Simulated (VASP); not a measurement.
MgO: vibrations by perturbation theory with PBEsol

The system is MgO.

```
Mg O
1.0
     0.00000    2.28755    2.28755
     2.28755    0.00000    2.28755
     2.28755    2.28755    0.00000
Mg O
1 1
Direct
  0.00000 0.00000 0.00000
  0.25000 0.25000 0.25000
```

```yaml
Program: VASP 6.6.1
Task: vibrations by perturbation theory
Functional: PBEsol
Potentials_or_basis: VASP PAW PBE potentials, release 64 (Mg, O)
Cutoff: 520 eV
k_mesh: 8 × 8 × 8
Occupations: gaussian, width 0.01 eV
Spin: no spin polarisation
Dipole_correction: no
Further_INCAR_settings: ALGO = Normal; EDIFF = 1e-08; NBANDS = 11; IBRION = 8; NSW = 1
```

The electronic dielectric tensor (diagonal) is 3.06, the born charges (mean of the diagonal) is Mg +1.82; O -1.82 e and the highest phonon frequency at Γ, LO-TO splitting left out is 498 cm⁻¹.

Phonon frequencies in cm⁻¹ (negative: imaginary):
```csv
q point,frequencies
"(0.000, 0.000, 0.000)",0 0 0 498 498 498
```

Electronic dielectric tensor:
```
3.06 0.00 0.00
0.00 3.06 0.00
0.00 0.00 3.06
```

Born effective charge tensors (e):
atom 1, Mg
```
1.82 0.00 0.00
0.00 1.82 0.00
0.00 0.00 1.82
```
atom 2, O
```
-1.82  0.00  0.00
 0.00 -1.82  0.00
 0.00  0.00 -1.82
```

Wall time 85 s on 1 thread of Intel(R) Xeon(R) Platinum 8375C CPU @ 2.90GHz (Ice Lake) (shared host), peak memory 0.2 GiB.
